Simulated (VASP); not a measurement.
# CdS (P6_3/mmc) in VASP: further runs

CdS is run at these levels: PBE, r2SCAN; tasks: single point.

All numbers are computed with VASP 6.6.1; they aren't measurements. Logs are shortened: lines on timing, memory, paths and dates and some standing lists are left out, and cuts for length are marked.

### Step 1. The cell of the first run

It takes space group P6_3/mmc (No. 194, hexagonal). Conventional cell: a = 3.841 Å, b = 3.841 Å, c = 6.445 Å, α = 90.00°, β = 90.00°, γ = 120.00°. Within 3.6 Å of Cd (site symmetry -3m) lie 6 S at 2.74 Å and 2 Cd at 3.22 Å. S (site symmetry -6m2) has 6 Cd at 2.74 Å within 3.6 Å.

### Step 2. Single point, PBE

File INCAR:

```
PREC     = Accurate       # precision mode
ENCUT    = 520            # plane-wave cutoff, eV
EDIFF    = 1E-7           # SCF threshold, eV
ISMEAR   = 0              # smearing method
SIGMA    = 0.01           # smearing width, eV
LREAL    = F              # projectors in reciprocal space
LASPH    = T              # aspherical terms in the spheres
NELM     = 60             # most SCF steps
ALGO     = Normal         # electronic algorithm
ISIF     = 2              # what is computed and relaxed
LWAVE    = F              # write WAVECAR
LCHARG   = F              # write CHGCAR
GGA      = PE             # functional
NBANDS   = 26             # bands
```

File KPOINTS:

```
Automatic mesh
0
Gamma
  6 6 4
```

File POSCAR:

```
CdS
1.0
    3.8410415740      0.0000000000      0.0000000000
   -1.9205207870      3.3264395801      0.0000000000
    0.0000000000      0.0000000000      6.4452706236
Cd S
2 2
Direct
    0.0000000000      0.0000000000      0.0000000000
    0.0000000000      0.0000000000      0.5000000000
    0.3333333333      0.6666666667      0.2500000000
    0.6666666667      0.3333333333      0.7500000000
```

Potentials or basis: VASP PAW PBE potentials, release 64 (Cd, S).

On the command line:

```
cat potpaw_PBE.64/Cd/POTCAR potpaw_PBE.64/S/POTCAR > POTCAR
mpirun -np 1 vasp_std > vasp.out
```

OUTCAR:

```text
PREC = Accurate
   ENCUT = 520
   EDIFF = 1E-7
   ISMEAR = 0
   LREAL = F
   LASPH = T
   NELM = 60
   ISIF = 2
   GGA = PE

 ion  position               nearest neighbor table
   1  0.000  0.000  0.000-   3 2.74   4 2.74   4 2.74   3 2.74   4 2.74   3 2.74   2 3.22   2 3.22

   2  0.000  0.000  0.500-   3 2.74   4 2.74   4 2.74   3 2.74   4 2.74   3 2.74   1 3.22   1 3.22

   3  0.333  0.667  0.250-   1 2.74   2 2.74   1 2.74   2 2.74   1 2.74   2 2.74
   4  0.667  0.333  0.750-   1 2.74   2 2.74   1 2.74   2 2.74   1 2.74   2 2.74

  LATTYP: Found a hexagonal cell.
 ALAT       =     3.8410415740
 C/A-ratio  =     1.6780007452

  Lattice vectors:

 A1 = (   3.8410415740,   0.0000000000,   0.0000000000)
 A2 = (  -1.9205207870,   3.3264395801,   0.0000000000)
 A3 = (   0.0000000000,   0.0000000000,   6.4452706236)

Analysis of symmetry for initial positions (statically):
=====================================================================
 Subroutine PRICEL returns:
 Original cell was already a primitive cell.

 Routine SETGRP: Setting up the symmetry group for a
 hexagonal supercell.

 Subroutine GETGRP returns: Found 24 space group operations
 (whereof 12 operations were pure point group operations)
 out of a pool of 24 trial point group operations.

The static configuration has the point symmetry D_3d.
 The point group associated with its full space group is D_6h.

Analysis of symmetry for dynamics (positions and initial velocities):
=====================================================================
 Subroutine PRICEL returns:
 Original cell was already a primitive cell.

 Routine SETGRP: Setting up the symmetry group for a
 hexagonal supercell.

 Subroutine GETGRP returns: Found 24 space group operations
 (whereof 12 operations were pure point group operations)
 out of a pool of 24 trial point group operations.

The dynamic configuration has the point symmetry D_3d.
 The point group associated with its full space group is D_6h.

 Subroutine INISYM returns: Found 24 space group operations
 (whereof 12 operations are pure point group operations),
 and found     1 'primitive' translations

----------------------------------------------------------------------------------------

[... 88 lines left out ...]
   LSORBIT =      F    spin-orbit coupling
   LASPH  =      T    aspherical Exc in radial PAW
   ENCUT  =  520.0 eV  38.22 Ry    6.18 a.u.   7.14  7.14 11.98*2*pi/ulx,y,z
   NELM   =     60;   NELMIN=  2; NELMDL= -5     # of ELM steps
   EDIFF  = 0.1E-06   stopping-criterion for ELM
   LREAL  =      F    real-space projection
   EDIFFG = 0.1E-05   stopping-criterion for IOM
   NSW    =      0    number of steps for IOM
   IBRION =     -1    ionic relax: 0-MD 1-quasi-New 2-CG
   NFREE  =      0    steps in history (QN), initial steepest desc. (CG)
   ISIF   =      2    stress and relaxation
   ISYM   =      2    0-nonsym 1-usesym 2-fastsym
   POTIM  = 0.5000    time-step for ionic-motion
   TEBEG  =    0.0;   TEEND  =   0.0 temperature during run
   PSTRESS=    0.0 pullay stress
   NELECT =      36.0000    total number of electrons
   NUPDOWN=      -1.0000    fix difference up-down
   EMIN   =  10.00;   EMAX   =-10.00  energy-range for DOS
   EFERMI =   0.00;   METHOD = LEGACY
   ISMEAR =     0;   SIGMA  =   0.01  broadening in eV -4-tet -1-fermi 0-gaus
   EFERMI_NEDOS =   21; number of points for ismear=-14 and -15
   IALGO  =     38    algorithm
   IMIX   =      4    mixing-type and parameters
     AMIX     =   0.40;   BMIX     =  1.00
     AMIX_MAG =   1.60;   BMIX_MAG =  1.00
  volume/ion in A,a.u.               =      20.59       138.93
  Fermi-wavevector in a.u.,A,eV,Ry     =   1.242469  2.347927 21.003727  1.543730
  Thomas-Fermi vector in A             =   2.376823
   LORBIT       =      0    0 simple, 1 ext, 2 COOP (PROOUT), +10 PAW based schemes
   GGA     = PE    functional components
   LHFCALC =     F    Hartree Fock is set to
   AEXX    =    0.0000 exact exchange contribution
   IVDW    =     0    specifies the selected vdW correction
   LEPSILON=     F    determine dielectric tensor
   LRPA    =     F    only Hartree local field effects (RPA)
 non-spin polarized calculation
 Gauss-broadening in eV      SIGMA  =   0.01
  energy-cutoff  :      520.00
  volume of cell :       82.35
 maximum number of plane-waves:      2228
 NGX is ok and might be reduce to    30
   NGX = 15   NGY = 15   NGZ = 23

 number of electron      36.0000009 magnetization

 Free energy of the ion-electron system (eV)
  ---------------------------------------------------
  ext. energy  EPLUGINS =         0.00000000
  ---------------------------------------------------
  free energy    TOTEN  =       -11.56808672 eV

  energy without entropy =      -11.56808672  energy(sigma->0) =      -11.56808672

 E-fermi :   3.0059     XC(G=0): -10.3447

 val. band max:        2.9005835385   @ k =   0.0000   0.0000   0.0000
 cond. band min:       3.5345998606   @ k =   0.0000   0.0000   0.0000
 fundamental gap:      0.6340163221
 Fermi energy:         3.0058817782

 k-point     1 :       0.0000    0.0000    0.0000
  band No.  band energies     occupation
      1      -9.9275      2.00000
      2      -8.8543      2.00000
      3      -5.1949      2.00000
      4      -5.1381      2.00000
      5      -5.1381      2.00000
      6      -4.8358      2.00000
[... 598 lines left out ...]
     25      11.6047      0.00000
     26      11.6047      0.00000

------------------------ aborting loop because EDIFF is reached ----------------------------------------

  FORCE on cell =-STRESS in cart. coord.  units (eV):
  Direction    XX          YY          ZZ          XY          YZ          ZX
  --------------------------------------------------------------------------------------
  -------------------------------------------------------------------------------------
  Total        1.1509594      1.1509594      1.0650462     -0.0000000      0.0000000      0.0000000
  in kB       22.3924062     22.3924062     20.7209285     -0.0000000      0.0000000      0.0000000
  external PRESSURE =      21.8352470 kB  Pullay stress =       0.0000000 kB

 VOLUME and BASIS-vectors are now :
 -----------------------------------------------------------------------------
  energy-cutoff  :      520.00
  volume of cell :       82.35
      direct lattice vectors                 reciprocal lattice vectors
     3.841041574  0.000000000  0.000000000     0.260346050  0.150310862  0.000000000
    -1.920520787  3.326439580  0.000000000     0.000000000  0.300621724  0.000000000
     0.000000000  0.000000000  6.445270624     0.000000000  0.000000000  0.155152523

 POSITION                                       TOTAL-FORCE (eV/Angst)
 -----------------------------------------------------------------------------------
      0.00000      0.00000      0.00000        -0.000000      0.000000      0.000000
      0.00000      0.00000      3.22264        -0.000000      0.000000      0.000000
     -0.00000      2.21763      1.61132        -0.000000      0.000000      0.000000
      1.92052      1.10881      4.83395         0.000000     -0.000000     -0.000000
 -----------------------------------------------------------------------------------
    total drift:                               -0.000000      0.000000     -0.000000

  FREE ENERGIE OF THE ION-ELECTRON SYSTEM (eV)
  ---------------------------------------------------
  free  energy   TOTEN  =       -11.5680867198 eV

  energy  without entropy=      -11.5680867198  energy(sigma->0) =      -11.56808672
```

Wall time 44 s (1 thread of Intel Xeon Platinum 8259CL at 2.50GHz (Skylake/Cascade Lake), shared host); peak memory 0.2 GiB.

Results:

```
Free energy            : -11.5681 eV
Pressure               : 2.2 GPa
Band gap on the k mesh : 0.63 eV, direct
```

Stress tensor (GPa, compression positive):
```
2.24 0.00 0.00
0.00 2.24 0.00
0.00 0.00 2.07
```

A k mesh can miss the band edges. A hybrid or GW would open this gap; PBE tends to underestimate it.

### Step 3. Single point, PBE

File INCAR:

```
SYSTEM = CdS
PREC     = Accurate       ! precision mode
ENCUT    = 520            ! plane-wave cutoff, eV
EDIFF    = 1E-7           ! SCF threshold, eV
ISMEAR   = 0              ! smearing method
SIGMA    = 0.01           ! smearing width, eV
LREAL    = .False.        ! projectors in reciprocal space
LASPH    = .True.         ! aspherical terms in the spheres
NELM     = 60             ! most SCF steps
ALGO     = Normal         ! electronic algorithm
ISIF     = 2              ! what is computed and relaxed
LWAVE    = .False.        ! write WAVECAR
LCHARG   = .False.        ! write CHGCAR
GGA      = PE             ! functional
NBANDS   = 26             ! bands
```

File KPOINTS:

```
regular mesh
0
Gamma
  6 6 4
  0 0 0
```

POSCAR is that of step 2.

Potentials or basis: VASP PAW PBE potentials, release 64 (Cd, S).

On the command line:

```
cat potpaw_PBE.64/Cd/POTCAR potpaw_PBE.64/S/POTCAR > POTCAR
mpirun -np 1 vasp_std > vasp.out
```

OUTCAR:

```text
SYSTEM = CdS
   PREC = Accurate
   ENCUT = 520
   EDIFF = 1E-7
   ISMEAR = 0
   LREAL = .False.
   LASPH = .True.
   NELM = 60
   ISIF = 2
   GGA = PE

 ion  position               nearest neighbor table
   1  0.000  0.000  0.000-   3 2.74   4 2.74   4 2.74   3 2.74   4 2.74   3 2.74   2 3.22   2 3.22

   2  0.000  0.000  0.500-   3 2.74   4 2.74   4 2.74   3 2.74   4 2.74   3 2.74   1 3.22   1 3.22

   3  0.333  0.667  0.250-   1 2.74   2 2.74   1 2.74   2 2.74   1 2.74   2 2.74
   4  0.667  0.333  0.750-   1 2.74   2 2.74   1 2.74   2 2.74   1 2.74   2 2.74

  LATTYP: Found a hexagonal cell.
 ALAT       =     3.8410415740
[... 806 lines left out ...]
  -------------------------------------------------------------------------------------
  Total        1.1509594      1.1509594      1.0650462     -0.0000000      0.0000000      0.0000000
  in kB       22.3924062     22.3924062     20.7209285     -0.0000000      0.0000000      0.0000000
  external PRESSURE =      21.8352470 kB  Pullay stress =       0.0000000 kB

 VOLUME and BASIS-vectors are now :
 -----------------------------------------------------------------------------
  energy-cutoff  :      520.00
  volume of cell :       82.35
      direct lattice vectors                 reciprocal lattice vectors
     3.841041574  0.000000000  0.000000000     0.260346050  0.150310862  0.000000000
    -1.920520787  3.326439580  0.000000000     0.000000000  0.300621724  0.000000000
     0.000000000  0.000000000  6.445270624     0.000000000  0.000000000  0.155152523

 POSITION                                       TOTAL-FORCE (eV/Angst)
 -----------------------------------------------------------------------------------
      0.00000      0.00000      0.00000        -0.000000      0.000000      0.000000
      0.00000      0.00000      3.22264        -0.000000      0.000000      0.000000
     -0.00000      2.21763      1.61132        -0.000000      0.000000      0.000000
      1.92052      1.10881      4.83395         0.000000     -0.000000     -0.000000
 -----------------------------------------------------------------------------------
    total drift:                               -0.000000      0.000000     -0.000000

  FREE ENERGIE OF THE ION-ELECTRON SYSTEM (eV)
  ---------------------------------------------------
  free  energy   TOTEN  =       -11.5680867198 eV

  energy  without entropy=      -11.5680867198  energy(sigma->0) =      -11.56808672
```

OSZICAR:

```text
N       E                     dE             d eps       ncg     rms          rms(c)
DAV:   1     0.257984644696E+03    0.25798E+03   -0.18291E+04  1092   0.132E+03
DAV:   2     0.107546555085E+01   -0.25691E+03   -0.24725E+03  1170   0.331E+02
DAV:   3    -0.126090376123E+02   -0.13685E+02   -0.13602E+02  1288   0.773E+01
DAV:   4    -0.127396240942E+02   -0.13059E+00   -0.13050E+00  1274   0.700E+00
DAV:   5    -0.127410766285E+02   -0.14525E-02   -0.14525E-02  1262   0.759E-01    0.109E+01
DAV:   6    -0.116062475808E+02    0.11348E+01   -0.19922E+00  1328   0.145E+01    0.917E+00
DAV:   7    -0.115725033385E+02    0.33744E-01   -0.62843E-01  1202   0.444E+00    0.453E+00
DAV:   8    -0.115692645710E+02    0.32388E-02   -0.63818E-02  1202   0.257E+00    0.485E-01
DAV:   9    -0.115680008835E+02    0.12637E-02   -0.92002E-03  1290   0.114E+00    0.122E-01
DAV:  10    -0.115680434180E+02   -0.42535E-04   -0.78644E-04  1190   0.250E-01    0.877E-02
DAV:  11    -0.115681068576E+02   -0.63440E-04   -0.17714E-04  1184   0.965E-02    0.709E-02
DAV:  12    -0.115680871499E+02    0.19708E-04   -0.74252E-05  1184   0.557E-02    0.952E-03
DAV:  13    -0.115680867498E+02    0.40011E-06   -0.12355E-05  1230   0.251E-02    0.960E-03
DAV:  14    -0.115680870425E+02   -0.29269E-06   -0.79560E-07  1184   0.885E-03    0.388E-03
DAV:  15    -0.115680868953E+02    0.14718E-06   -0.62516E-08   580   0.138E-03    0.202E-03
DAV:  16    -0.115680866314E+02    0.26399E-06   -0.15632E-07   838   0.184E-03    0.244E-03
DAV:  17    -0.115680867198E+02   -0.88456E-07   -0.22043E-08   546   0.882E-04
   1 F= -.11568087E+02 E0= -.11568087E+02  d E =-.550431E-52
```

stdout:

```text
POSCAR found type information on POSCAR CdS
 POSCAR found :  2 types and       4 ions
 scaLAPACK will be used
 LDA part: xc-table for (Slater+PW92), standard interpolation
 POSCAR, INCAR and KPOINTS ok, starting setup
 FFT: planning ... GRIDC
 FFT: planning ... GRID_SOFT
 FFT: planning ... GRID
 WAVECAR not read
 entering main loop
```

Wall time 44 s (1 thread of Intel Xeon Platinum 8259CL at 2.50GHz (Skylake/Cascade Lake), shared host); peak memory 0.21 GiB.

Results:

```
Free energy            : -11.5681 eV
Pressure               : 2.2 GPa
Band gap on the k mesh : 0.63 eV, direct
```

Levels at points of the mesh, in eV from the valence-band top:
```csv
k point,band 14,band 15,band 16,band 17,band 18,band 19,band 20,band 21,band 22,band 23
"(0.00, 0.00, 0.00)",-0.92,-0.76,-0.76,0.00,0.00,0.63,3.45,6.75,6.75,7.15
"(0.50, 0.00, 0.00)",-3.76,-3.10,-2.08,-1.50,-0.05,2.54,3.77,3.79,5.91,6.91
"(0.00, 0.00, 0.50)",-3.53,-0.36,-0.36,-0.36,-0.36,3.06,3.06,6.80,6.80,7.21
"(0.50, 0.00, 0.50)",-4.66,-1.35,-1.35,-1.18,-1.18,2.10,2.10,5.90,5.90,7.98
```

A k mesh can miss the band edges. As with any semilocal functional, this PBE gap is likely too small.

(Part 1 of 2 ends here.)
